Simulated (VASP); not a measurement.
# Si2W (I4/mmm) in VASP: notebook, part 2 of 2

VASP 6.6.1. Earlier steps stand in the parts before.

### Step 3. Relaxation of cell and atoms, PBEsol

This run uses another cell than the first one, of 13.77 Å³/atom, 1.030 times its volume.

File INCAR:

```
SYSTEM = Si2W
PREC = Accurate ; ENCUT = 600
EDIFF = 1E-6 ; ISMEAR = 0
SIGMA = 0.05 ; LREAL = .FALSE.
LASPH = .TRUE. ; NELM = 100
ALGO = Normal ; ISIF = 3
LWAVE = .FALSE. ; LCHARG = .FALSE.
GGA = PS ; IBRION = 2
NSW = 80 ; EDIFFG = -0.01
```

File KPOINTS:

```
Automatic mesh
0
G
  10 10 10
  0 0 0
```

File POSCAR:

```
Si2W
1.0
   -1.6146048753      1.6146048753      3.9611103416
    1.6146048753     -1.6146048753      3.9611103416
    1.6146048753      1.6146048753     -3.9611103416
Si W
2 1
Direct
    0.3330000000      0.3330000000      0.0000000000
    0.6670000000      0.6670000000      0.0000000000
    0.0000000000      0.0000000000      0.0000000000
```

Potentials or basis: VASP PAW PBE potentials, release 64 (Si, W_sv).

Command:

```console
$ cat potpaw_PBE.64/Si/POTCAR potpaw_PBE.64/W_sv/POTCAR > POTCAR
$ mpirun -np 1 vasp_std > vasp.out
```

OUTCAR:

```text
SYSTEM = Si2W
   PREC = Accurate
   ENCUT = 600
   EDIFF = 1E-6
   ISMEAR = 0
   LREAL = .FALSE.
   LASPH = .TRUE.
   NELM = 100
   ISIF = 3
   GGA = PS
   IBRION = 2
   NSW = 80
   EDIFFG = -0.01

 ion  position               nearest neighbor table
   1  0.333  0.333  0.000-   2 2.64   2 2.64   2 2.64   2 2.64   3 2.64   3 2.64   3 2.64   3 2.64
                             3 2.64   2 2.65
   2  0.667  0.667  0.000-   1 2.64   1 2.64   1 2.64   1 2.64   3 2.64   3 2.64   3 2.64   3 2.64
                             3 2.64   1 2.65
   3  0.000  0.000  0.000-   1 2.64   2 2.64   2 2.64   1 2.64   2 2.64   2 2.64   2 2.64   1 2.64
                             1 2.64   1 2.64

  LATTYP: Found a body centered tetragonal cell.
 ALAT       =     3.2292097506
 C/A-ratio  =     2.4533001245

  Lattice vectors:

 A1 = (  -1.6146048753,   1.6146048753,   3.9611103416)
 A2 = (   1.6146048753,  -1.6146048753,   3.9611103416)
 A3 = (   1.6146048753,   1.6146048753,  -3.9611103416)

Analysis of symmetry for initial positions (statically):
=====================================================================
 Subroutine PRICEL returns:
 Original cell was already a primitive cell.

 Routine SETGRP: Setting up the symmetry group for a
 body centered tetragonal supercell.

 Subroutine GETGRP returns: Found 16 space group operations
 (whereof 16 operations were pure point group operations)
 out of a pool of 16 trial point group operations.

The static configuration has the point symmetry D_4h.

Analysis of symmetry for dynamics (positions and initial velocities):
=====================================================================
 Subroutine PRICEL returns:
 Original cell was already a primitive cell.

 Routine SETGRP: Setting up the symmetry group for a
 body centered tetragonal supercell.

 Subroutine GETGRP returns: Found 16 space group operations
 (whereof 16 operations were pure point group operations)
 out of a pool of 16 trial point group operations.

The dynamic configuration has the point symmetry D_4h.

 Subroutine INISYM returns: Found 16 space group operations
 (whereof 16 operations are pure point group operations),
 and found     1 'primitive' translations

----------------------------------------------------------------------------------------

                                     Primitive cell

  volume of cell :      41.3056

  direct lattice vectors                    reciprocal lattice vectors
    -1.614604875  1.614604875  3.961110342     0.000000000  0.309673288  0.126227233
     1.614604875 -1.614604875  3.961110342     0.309673288  0.000000000  0.126227233
     1.614604875  1.614604875 -3.961110342     0.309673288  0.309673288  0.000000000

  length of vectors
     4.572121274  4.572121274  4.572121274     0.334411213  0.334411213  0.437944163

  position of ions in fractional coordinates (direct lattice)
     0.333000000  0.333000000  0.000000000
     0.667000000  0.667000000  0.000000000
     0.000000000  0.000000000  0.000000000

  ion indices of the primitive-cell ions
   primitive index   ion index
                 1           1
                 2           2
                 3           3

[... 65 lines left out ...]
   ISPIN  =      1    spin polarized calculation?
   LNONCOLLINEAR =      F non collinear calculations
   LSORBIT =      F    spin-orbit coupling
   LASPH  =      T    aspherical Exc in radial PAW
   ENCUT  =  600.0 eV  44.10 Ry    6.64 a.u.   9.13  9.13  9.13*2*pi/ulx,y,z
   NELM   =    100;   NELMIN=  2; NELMDL= -5     # of ELM steps
   EDIFF  = 0.1E-05   stopping-criterion for ELM
   LREAL  =      F    real-space projection
   EDIFFG = -.1E-01   stopping-criterion for IOM
   NSW    =     80    number of steps for IOM
   IBRION =      2    ionic relax: 0-MD 1-quasi-New 2-CG
   NFREE  =      1    steps in history (QN), initial steepest desc. (CG)
   ISIF   =      3    stress and relaxation
   ISYM   =      2    0-nonsym 1-usesym 2-fastsym
   POTIM  = 0.5000    time-step for ionic-motion
   TEBEG  =    0.0;   TEEND  =   0.0 temperature during run
   PSTRESS=    0.0 pullay stress
   NELECT =      22.0000    total number of electrons
   NUPDOWN=      -1.0000    fix difference up-down
   EMIN   =  10.00;   EMAX   =-10.00  energy-range for DOS
   EFERMI =   0.00;   METHOD = LEGACY
   ISMEAR =     0;   SIGMA  =   0.05  broadening in eV -4-tet -1-fermi 0-gaus
   EFERMI_NEDOS =   21; number of points for ismear=-14 and -15
   IALGO  =     38    algorithm
   IMIX   =      4    mixing-type and parameters
     AMIX     =   0.40;   BMIX     =  1.00
     AMIX_MAG =   1.60;   BMIX_MAG =  1.00
  volume/ion in A,a.u.               =      13.77        92.91
  Fermi-wavevector in a.u.,A,eV,Ry     =   1.327025  2.507714 23.959811  1.760996
  Thomas-Fermi vector in A             =   2.456368
   LORBIT       =      0    0 simple, 1 ext, 2 COOP (PROOUT), +10 PAW based schemes
   GGA     = PS    functional components
   LHFCALC =     F    Hartree Fock is set to
   AEXX    =    0.0000 exact exchange contribution
   IVDW    =     0    specifies the selected vdW correction
   LEPSILON=     F    determine dielectric tensor
   LRPA    =     F    only Hartree local field effects (RPA)
 conjugate gradient relaxation of ions
 non-spin polarized calculation
 Gauss-broadening in eV      SIGMA  =   0.05
  energy-cutoff  :      600.00
  volume of cell :       41.31
 maximum number of plane-waves:      1404
 NGX is ok and might be reduce to    40
   NGX = 19   NGY = 19   NGZ = 19

--------------------------------------- Ionic step        1  -------------------------------------------

 number of electron      22.0000000 magnetization

 Free energy of the ion-electron system (eV)
  ---------------------------------------------------
  ext. energy  EPLUGINS =         0.00000000
  ---------------------------------------------------
  free energy    TOTEN  =       -26.60667845 eV

  energy without entropy =      -26.60558955  energy(sigma->0) =      -26.60613400

------------------------ aborting loop because EDIFF is reached ----------------------------------------

  FORCE on cell =-STRESS in cart. coord.  units (eV):
  Direction    XX          YY          ZZ          XY          YZ          ZX
  --------------------------------------------------------------------------------------
  -------------------------------------------------------------------------------------
  Total       -1.4601299     -1.4601299     -2.2367249      0.0000000      0.0000000      0.0000000
  in kB      -56.6360082    -56.6360082    -86.7588330      0.0000000      0.0000000      0.0000000
  external PRESSURE =     -66.6769498 kB  Pullay stress =       0.0000000 kB
[... 246 lines left out ...]
--------------------------------------- Ionic step        8  -------------------------------------------

 number of electron      22.0000000 magnetization

 Free energy of the ion-electron system (eV)
  ---------------------------------------------------
  ext. energy  EPLUGINS =         0.00000000
  ---------------------------------------------------
  free energy    TOTEN  =       -26.63687689 eV

  energy without entropy =      -26.63610824  energy(sigma->0) =      -26.63649257

 E-fermi :  11.9507     XC(G=0): -12.6384

 val. band max:       11.9426764682   @ k =   0.5000   0.5000   0.3000
 cond. band min:      11.9510956070   @ k =  -0.2000  -0.3000   0.2000
 fundamental gap:      0.0084191387
 Fermi energy:        11.9506832938

 k-point     1 :       0.0000    0.0000    0.0000
  band No.  band energies     occupation
      1     -61.8253      2.00000
      2     -26.1015      2.00000
      3     -26.0702      2.00000
      4     -26.0702      2.00000
      5      -2.1705      2.00000
      6       5.0507      2.00000
      7       8.2390      2.00000
      8       8.5716      2.00000
      9       9.1018      2.00000
     10       9.1018      2.00000
     11      12.5819      0.00000
     12      14.7646      0.00000
     13      14.8391      0.00000
     14      15.0706      0.00000
[... 401 lines left out ...]
      2     -26.2541      2.00000
      3     -26.1930      2.00000
      4     -26.0722      2.00000
      5       2.1741      2.00000
      6       3.2529      2.00000
      7       5.7503      2.00000
      8       7.4125      2.00000
      9       8.5676      2.00000
     10       9.4027      2.00000
     11       9.8332      2.00000
     12      12.4617      0.00000
     13      13.7479      0.00000
     14      15.7096      0.00000
     15      16.7972      0.00000

 [... further k-points ...]

------------------------ aborting loop because EDIFF is reached ----------------------------------------

  FORCE on cell =-STRESS in cart. coord.  units (eV):
  Direction    XX          YY          ZZ          XY          YZ          ZX
  --------------------------------------------------------------------------------------
  -------------------------------------------------------------------------------------
  Total       -0.0091552     -0.0091552     -0.0068268      0.0000000      0.0000000      0.0000000
  in kB       -0.3652389     -0.3652389     -0.2723517      0.0000000      0.0000000      0.0000000
  external PRESSURE =      -0.3342765 kB  Pullay stress =       0.0000000 kB
[... 18 lines left out ...]
  FREE ENERGIE OF THE ION-ELECTRON SYSTEM (eV)
  ---------------------------------------------------
  free  energy   TOTEN  =       -26.6368768889 eV

  energy  without entropy=      -26.6361082415  energy(sigma->0) =      -26.63649257

 reached required accuracy - stopping structural energy minimisation
```

OSZICAR:

```text
N       E                     dE             d eps       ncg     rms          rms(c)
DAV:   1     0.131867318819E+03    0.13187E+03   -0.12096E+04  3060   0.163E+03
DAV:   2    -0.229672690338E+02   -0.15483E+03   -0.15290E+03  3487   0.379E+02
DAV:   3    -0.274878480437E+02   -0.45206E+01   -0.44407E+01  4117   0.538E+01
[... 58 lines left out ...]
       N       E                     dE             d eps       ncg     rms          rms(c)
DAV:   1    -0.266368983223E+02   -0.27017E-04   -0.66128E-04  3508   0.261E-01    0.337E-02
DAV:   2    -0.266368806554E+02    0.17667E-04   -0.70711E-05  3578   0.679E-02    0.109E-02
DAV:   3    -0.266368775776E+02    0.30778E-05   -0.52095E-06  3607   0.165E-02    0.504E-03
DAV:   4    -0.266368768889E+02    0.68868E-06   -0.16654E-06  1887   0.108E-02
   8 F= -.26636877E+02 E0= -.26636493E+02  d E =-.131540E-04
```

Run time: 6.7 min. Hardware: 1 thread of Intel Xeon Platinum 8375C at 2.90GHz (Ice Lake), shared host; peak memory 0.3 GiB.

Results:

```yaml
Free_energy: -26.6369 eV
Relaxed_volume: 13.39 Å³/atom
Relaxed_cell: a = 4.518 Å, b = 4.518 Å, c = 4.518 Å, α = 138.44°, β = 138.44°, γ = 60.23°
Space_group_after_relaxing_to_0.05_Å: I4/mmm (No. 139)
Energy_gained_by_relaxing: 10.1 meV/atom
Ionic_steps: 8
Pressure_after_relaxing: 0.0 GPa
Band_gap_on_the_k_mesh: zero (band 11 reaches 12.70 eV, above the bottom of band 12 at 11.39 eV)
```

The path:
```tsv
step	energy change (eV)	largest force (eV/Å)	pressure (GPa)	volume (Å³)
1	0.0000	0.2939	-6.67	41.31
2	0.0705	0.1720	15.06	37.97
3	-0.0287	0.1580	0.13	40.10
4	-0.0287	0.1550	0.25	40.08
5	-0.0301	0.0341	0.07	40.14
6	-0.0302	0.0042	0.03	40.15
7	-0.0302	0.0005	-0.08	40.17
8	-0.0302	0.0015	-0.03	40.16
```

Final structure:
```
Si W
1.0
    -1.60280    1.60280    3.90824
     1.60280   -1.60280    3.90824
     1.60280    1.60280   -3.90824
Si W
2 1
Cartesian
  0.0000 0.0000 2.6161
  0.0000 0.0000 5.2004
  0.0000 0.0000 0.0000
```

Levels at points of the mesh, in eV from the Fermi level:
| k point | band 7 | band 8 | band 9 | band 10 | band 11 | band 12 | band 13 | band 14 | band 15 |
| --- | --- | --- | --- | --- | --- | --- | --- | --- | --- |
| (0.00, 0.00, 0.00) | -3.71 | -3.38 | -2.85 | -2.85 | 0.63 | 2.81 | 2.89 | 3.12 | 3.12 |
| (0.50, 0.00, 0.00) | -5.78 | -4.86 | -2.80 | -2.79 | -0.44 | 2.73 | 2.82 | 3.96 | 4.48 |
| (0.50, 0.50, 0.00) | -6.03 | -5.46 | -5.04 | -3.28 | -1.75 | 2.85 | 3.00 | 3.16 | 3.93 |
| (0.50, 0.50, 0.50) | -3.90 | -2.60 | -0.82 | -0.82 | -0.50 | -0.50 | 0.81 | 4.55 | 4.97 |

Caveat: the PAW data sets were made with another functional, which shifts forces and pressure a little; spin-orbit coupling is left out, which moves the levels of the heavy elements.
